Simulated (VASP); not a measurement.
# AlGa3N4 (P-43m) in VASP: further runs

The runs below take AlGa3N4 through vibrations by perturbation theory, with PBEsol.

All numbers are computed with VASP 6.6.1; they aren't measurements. Logs are shortened: lines on timing, memory, paths and dates and some standing lists are left out, and cuts for length are marked.

## (1) The cell of the first run

It takes space group P-43m (No. 215, cubic). Conventional cell: a = 4.468 Å, b = 4.468 Å, c = 4.468 Å, α = 90.00°, β = 90.00°, γ = 90.00°. Within 2.5 Å of Al (site symmetry -43m) lie 4 N at 1.90 Å. Within 2.6 Å of Ga (site symmetry -42m) lie 4 N at 1.95 Å. N (site symmetry 3m) has 1 Al at 1.90 Å and 3 Ga at 1.95 Å within 2.5 Å.

## (2) Vibrations by perturbation theory, PBEsol

Contents of INCAR:

```
SYSTEM = AlGa3N4
  PREC = Accurate
  ENCUT = 520
  EDIFF = 1E-8
  ISMEAR = 0
  SIGMA = 0.01
  LREAL = .False.
  LASPH = .True.
  NELM = 80
  ALGO = Normal
  ISIF = 2
  LWAVE = .False.
  LCHARG = .False.
  GGA = PS
  IBRION = 8
  NSW = 1
  LEPSILON = .True.
```

Contents of KPOINTS:

```
regular mesh
0
Gamma
  6 6 6
  0 0 0
```

Contents of POSCAR:

```
AlGa3N4
1.0
    4.4675443555      0.0000000000      0.0000000000
    0.0000000000      4.4675443555      0.0000000000
    0.0000000000      0.0000000000      4.4675443555
Al Ga N
1 3 4
Direct
    0.0000000000      0.0000000000      0.0000000000
    0.5000000000      0.5000000000      0.0000000000
    0.5000000000      0.0000000000      0.5000000000
    0.0000000000      0.5000000000      0.5000000000
    0.7550311911      0.7550311911      0.2449688089
    0.7550311911      0.2449688089      0.7550311911
    0.2449688089      0.7550311911      0.7550311911
    0.2449688089      0.2449688089      0.2449688089
```

Potentials or basis: VASP PAW PBE potentials, release 64 (Al, Ga_d, N).

On the command line:

```sh
$ cat potpaw_PBE.64/Al/POTCAR potpaw_PBE.64/Ga_d/POTCAR potpaw_PBE.64/N/POTCAR > POTCAR
$ mpirun -np 1 vasp_std > vasp.out
```

OUTCAR:

```text
SYSTEM = AlGa3N4
   PREC = Accurate
   ENCUT = 520
   EDIFF = 1E-8
   ISMEAR = 0
   LREAL = .False.
   LASPH = .True.
   NELM = 80
   ISIF = 2
   GGA = PS
   IBRION = 8
   NSW = 1
   LEPSILON = .True.

 ion  position               nearest neighbor table
   1  0.000  0.000  0.000-   5 1.90   6 1.90   7 1.90   8 1.90
   2  0.500  0.500  0.000-   5 1.95   6 1.95   7 1.95   8 1.95
   3  0.500  0.000  0.500-   5 1.95   6 1.95   7 1.95   8 1.95
   4  0.000  0.500  0.500-   5 1.95   6 1.95   7 1.95   8 1.95
   5  0.755  0.755  0.245-   1 1.90   2 1.95   3 1.95   4 1.95
   6  0.755  0.245  0.755-   1 1.90   2 1.95   3 1.95   4 1.95
   7  0.245  0.755  0.755-   1 1.90   2 1.95   3 1.95   4 1.95
   8  0.245  0.245  0.245-   1 1.90   2 1.95   3 1.95   4 1.95

  LATTYP: Found a simple cubic cell.
 ALAT       =     4.4675443555

  Lattice vectors:

 A1 = (   4.4675443555,   0.0000000000,   0.0000000000)
 A2 = (   0.0000000000,   4.4675443555,   0.0000000000)
 A3 = (   0.0000000000,   0.0000000000,   4.4675443555)

Analysis of symmetry for initial positions (statically):
=====================================================================
 Subroutine PRICEL returns:
 Original cell was already a primitive cell.

 Routine SETGRP: Setting up the symmetry group for a
 simple cubic supercell.

 Subroutine GETGRP returns: Found 24 space group operations
 (whereof 24 operations were pure point group operations)
 out of a pool of 48 trial point group operations.

The static configuration has the point symmetry T_d .

[... 1120 lines left out ...]
  y    -0.32948     0.72276    -0.32948    -0.59911    -0.57317    -8.43159
  z    -0.32948    -0.32948     0.72276    -8.43159    -0.59911    -0.57317

 SECOND DERIVATIVES (NOT SYMMETRIZED)
 ------------------------------------
               1X          1Y          1Z          2X          2Y          2Z          3X          3Y          3Z          4X          4Y          4Z          5X          5Y          5Z          6X          6Y          6Z          7X          7Y          7Z          8X          8Y          8Z
  1X   -20.295605   -0.000000   -0.000000    4.306184   -0.000000   -0.000000    4.306184   -0.000000   -0.000000   -3.083030   -0.000000   -0.000000    3.691567    2.463389   -2.463389    3.691567   -2.463389    2.463389    3.691567   -2.463389   -2.463389    3.691567    2.463389    2.463389
  1Y    -0.000000  -20.295605   -0.000000   -0.000000    4.306184    0.000000   -0.000000   -3.083030   -0.000000   -0.000000    4.306184   -0.000000    2.463389    3.691567   -2.463389   -2.463389    3.691567   -2.463389   -2.463389    3.691567    2.463389    2.463389    3.691567    2.463389
  1Z    -0.000000   -0.000000  -20.295605   -0.000000   -0.000000   -3.083030   -0.000000   -0.000000    4.306184    0.000000   -0.000000    4.306184   -2.463389   -2.463389    3.691567    2.463389   -2.463389    3.691567   -2.463389    2.463389    3.691567    2.463389    2.463389    3.691567
  2X     4.291790    0.000000    0.000000  -18.067132    0.000000    0.000000   -3.292275    0.000000    0.000000    4.559682    0.000000    0.000000    3.126984    2.425066    2.173427    3.126984   -2.425066   -2.173427    3.126984   -2.425066    2.173427    3.126984    2.425066   -2.173427
  2Y     0.000000    4.291790    0.000000    0.000000  -18.067132    0.000000    0.000000    4.559682    0.000000    0.000000   -3.292275    0.000000    2.425066    3.126984    2.173427   -2.425066    3.126984    2.173427   -2.425066    3.126984   -2.173427    2.425066    3.126984   -2.173427
  2Z     0.000000    0.000000   -3.080959    0.000000    0.000000  -17.288583    0.000000    0.000000    4.548403    0.000000    0.000000    4.548403    2.180224    2.180224    2.818184   -2.180224    2.180224    2.818184    2.180224   -2.180224    2.818184   -2.180224   -2.180224    2.818184
  3X     4.291790    0.000000    0.000000   -3.292275    0.000000    0.000000  -18.067132    0.000000    0.000000    4.559682    0.000000    0.000000    3.126984   -2.173427   -2.425066    3.126984    2.173427    2.425066    3.126984    2.173427   -2.425066    3.126984   -2.173427    2.425066
  3Y     0.000000   -3.080959    0.000000    0.000000    4.548403    0.000000    0.000000  -17.288583    0.000000    0.000000    4.548403    0.000000   -2.180224    2.818184    2.180224    2.180224    2.818184    2.180224    2.180224    2.818184   -2.180224   -2.180224    2.818184   -2.180224
  3Z     0.000000    0.000000    4.291790    0.000000    0.000000    4.559682    0.000000    0.000000  -18.067132    0.000000    0.000000   -3.292275   -2.425066    2.173427    3.126984    2.425066    2.173427    3.126984   -2.425066   -2.173427    3.126984    2.425066   -2.173427    3.126984
  4X    -3.080959    0.000000    0.000000    4.548403    0.000000    0.000000    4.548403    0.000000    0.000000  -17.288583    0.000000    0.000000    2.818184   -2.180224    2.180224    2.818184    2.180224   -2.180224    2.818184    2.180224    2.180224    2.818184   -2.180224   -2.180224
  4Y     0.000000    4.291790    0.000000    0.000000   -3.292275    0.000000    0.000000    4.559682    0.000000    0.000000  -18.067132    0.000000   -2.173427    3.126984   -2.425066    2.173427    3.126984   -2.425066    2.173427    3.126984    2.425066   -2.173427    3.126984    2.425066
  4Z     0.000000    0.000000    4.291790    0.000000    0.000000    4.559682    0.000000    0.000000   -3.292275    0.000000    0.000000  -18.067132    2.173427   -2.425066    3.126984   -2.173427   -2.425066    3.126984    2.173427    2.425066    3.126984   -2.173427    2.425066    3.126984
  5X     3.696962    2.464730   -2.464730    3.124066    2.425352    2.184592    3.124066   -2.184592   -2.425352    2.817146   -2.174613    2.174613  -17.887405   -0.567580    0.567580   -0.301497   -0.036991    0.036991    2.713331    0.036436   -0.037259    2.713331    0.037259   -0.036436
  5Y     2.464730    3.696962   -2.464730    2.425352    3.124066    2.184592   -2.174613    2.817146    2.174613   -2.184592    3.124066   -2.425352   -0.567580  -17.887405    0.567580    0.036436    2.713331   -0.037259   -0.036991   -0.301497    0.036991    0.037259    2.713331   -0.036436
  5Z    -2.464730   -2.464730    3.696962    2.174613    2.174613    2.817146   -2.425352    2.184592    3.124066    2.184592   -2.425352    3.124066    0.567580    0.567580  -17.887405   -0.036436   -0.037259    2.713331   -0.037259   -0.036436    2.713331    0.036991    0.036991   -0.301497
  6X     3.696962   -2.464730    2.464730    3.124066   -2.425352   -2.184592    3.124066    2.184592    2.425352    2.817146    2.174613   -2.174613   -0.301497    0.036991   -0.036991  -17.887405    0.567580   -0.567580    2.713331   -0.037259    0.036436    2.713331   -0.036436    0.037259
  6Y    -2.464730    3.696962   -2.464730   -2.425352    3.124066    2.184592    2.174613    2.817146    2.174613    2.184592    3.124066   -2.425352   -0.036436    2.713331   -0.037259    0.567580  -17.887405    0.567580   -0.037259    2.713331   -0.036436    0.036991   -0.301497    0.036991
  6Z     2.464730   -2.464730    3.696962   -2.174613    2.174613    2.817146    2.425352    2.184592    3.124066   -2.184592   -2.425352    3.124066    0.036436   -0.037259    2.713331   -0.567580    0.567580  -17.887405   -0.036991    0.036991   -0.301497    0.037259   -0.036436    2.713331
  7X     3.696962   -2.464730   -2.464730    3.124066   -2.425352    2.184592    3.124066    2.184592   -2.425352    2.817146    2.174613    2.174613    2.713331   -0.036436   -0.037259    2.713331   -0.037259   -0.036436  -17.887405    0.567580    0.567580   -0.301497    0.036991    0.036991
  7Y    -2.464730    3.696962    2.464730   -2.425352    3.124066   -2.184592    2.174613    2.817146   -2.174613    2.184592    3.124066    2.425352    0.036991   -0.301497   -0.036991   -0.037259    2.713331    0.036436    0.567580  -17.887405   -0.567580   -0.036436    2.713331    0.037259
  7Z    -2.464730    2.464730    3.696962    2.174613   -2.174613    2.817146   -2.425352   -2.184592    3.124066    2.184592    2.425352    3.124066   -0.037259    0.036436    2.713331    0.036991   -0.036991   -0.301497    0.567580   -0.567580  -17.887405   -0.036436    0.037259    2.713331
  8X     3.696962    2.464730    2.464730    3.124066    2.425352   -2.184592    3.124066   -2.184592    2.425352    2.817146   -2.174613   -2.174613    2.713331    0.037259    0.036436    2.713331    0.036436    0.037259   -0.301497   -0.036991   -0.036991  -17.887405   -0.567580   -0.567580
  8Y     2.464730    3.696962    2.464730    2.425352    3.124066   -2.184592   -2.174613    2.817146   -2.174613   -2.184592    3.124066    2.425352    0.037259    2.713331    0.036436   -0.036991   -0.301497   -0.036991    0.036436    2.713331    0.037259   -0.567580  -17.887405   -0.567580
  8Z     2.464730    2.464730    3.696962   -2.174613   -2.174613    2.817146    2.425352   -2.184592    3.124066   -2.184592    2.425352    3.124066   -0.036991   -0.036991   -0.301497    0.037259    0.036436    2.713331    0.036436    0.037259    2.713331   -0.567580   -0.567580  -17.887405

 Eigenvectors and eigenvalues of the dynamical matrix
 ----------------------------------------------------

   1 f  =   20.755327 THz   130.409569 2PiTHz  692.323202 cm-1    85.837099 meV
             X         Y         Z           dx          dy          dz
      0.000000  0.000000  0.000000     0.000000    0.000000    0.000000
      2.233772  2.233772  0.000000     0.000000    0.000000   -0.000000
      2.233772  0.000000  2.233772     0.000000   -0.000000   -0.000000
      0.000000  2.233772  2.233772    -0.000000    0.000000    0.000000
      3.373135  3.373135  1.094409    -0.288675   -0.288675    0.288675
      3.373135  1.094409  3.373135    -0.288675    0.288675   -0.288675
      1.094409  3.373135  3.373135     0.288675   -0.288675   -0.288675
      1.094409  1.094409  1.094409     0.288675    0.288675    0.288675
[... 243 lines left out ...]
  24 f/i=    0.002256 THz     0.014172 2PiTHz    0.075236 cm-1     0.009328 meV
             X         Y         Z           dx          dy          dz
      0.000000  0.000000  0.000000    -0.046340    0.058298   -0.294575
      2.233772  2.233772  0.000000    -0.074494    0.093718   -0.473789
      2.233772  0.000000  2.233772    -0.074494    0.093766   -0.473548
      0.000000  2.233772  2.233772    -0.074532    0.093718   -0.473548
      3.373135  3.373135  1.094409    -0.033369    0.042016   -0.212239
      3.373135  1.094409  3.373135    -0.033405    0.042020   -0.212244
      1.094409  3.373135  3.373135    -0.033375    0.041991   -0.212233
      1.094409  1.094409  1.094409    -0.033399    0.041986   -0.212238

--------------------------------------------------------------------------------------------------------

 MACROSCOPIC STATIC DIELECTRIC TENSOR IONIC CONTRIBUTION
 ------------------------------------------------------
           4.362205    -0.000000    -0.000000
          -0.000000     4.362205    -0.000000
          -0.000000    -0.000000     4.362205
 ------------------------------------------------------

 ELASTIC MODULI CONTR FROM IONIC RELAXATION (kBar)
 Direction    XX          YY          ZZ          XY          YZ          ZX
 --------------------------------------------------------------------------------
 XX          -2.3021      1.1451      1.1451     -0.0000      0.0000      0.0000
 YY           1.1451     -2.3021      1.1451      0.0000     -0.0000     -0.0000
 ZZ           1.1451      1.1451     -2.3021     -0.0000      0.0000     -0.0000
 XY          -0.0000      0.0000     -0.0000   -407.3903      0.0000      0.0000
 YZ           0.0000     -0.0000      0.0000      0.0000   -407.3903      0.0000
 ZX           0.0000     -0.0000     -0.0000      0.0000      0.0000   -407.3903
 --------------------------------------------------------------------------------

 PIEZOELECTRIC TENSOR IONIC CONTR  for field in x, y, z        (C/m^2)
          XX          YY          ZZ          XY          YZ          ZX
  --------------------------------------------------------------------------------
  x    -0.00000     0.00000     0.00000    -0.00000     1.24720    -0.00000
  y    -0.00000     0.00000     0.00000    -0.00000    -0.00000     1.24720
  z     0.00000    -0.00000     0.00000     1.24720    -0.00000    -0.00000
```

It took 88 min on 1 thread of Oxide Virtual Turin-like, shared host; peak memory 0.66 GiB.

What came out:

- Electronic dielectric tensor (diagonal): 5.53
- Born charges (mean of the diagonal): Al +2.54; Ga +2.63; N -2.60 e
- Highest phonon frequency at Γ, LO-TO splitting left out: 692 cm⁻¹

Phonon frequencies in cm⁻¹ (negative: imaginary):
```csv
q point,frequencies
"(0.000, 0.000, 0.000)",0 0 0 189 189 189 233 233 233 410 410 410 556 556 556 592 592 592 653 653 653 670 670 692
```

Electronic dielectric tensor:
```
5.53 0.00 0.00
0.00 5.53 0.00
0.00 0.00 5.53
```

Born effective charge tensors (e):
atom 1, Al
```
2.54 0.00 0.00
0.00 2.54 0.00
0.00 0.00 2.54
```
atom 2, Ga
```
2.60 0.00 0.00
0.00 2.60 0.00
0.00 0.00 2.68
```
atom 3, Ga
```
2.60 0.00 0.00
0.00 2.68 0.00
0.00 0.00 2.60
```
atom 4, Ga
```
2.68 0.00 0.00
0.00 2.60 0.00
0.00 0.00 2.60
```
atom 5, N
```
-2.60  0.05 -0.05
 0.05 -2.60 -0.05
-0.05 -0.05 -2.60
```
atom 6, N
```
-2.60 -0.05  0.05
-0.05 -2.60 -0.05
 0.05 -0.05 -2.60
```
atom 7, N
```
-2.60 -0.05 -0.05
-0.05 -2.60  0.05
-0.05  0.05 -2.60
```
atom 8, N
```
-2.60  0.05  0.05
 0.05 -2.60  0.05
 0.05  0.05 -2.60
```

[end of part 1 of 2]
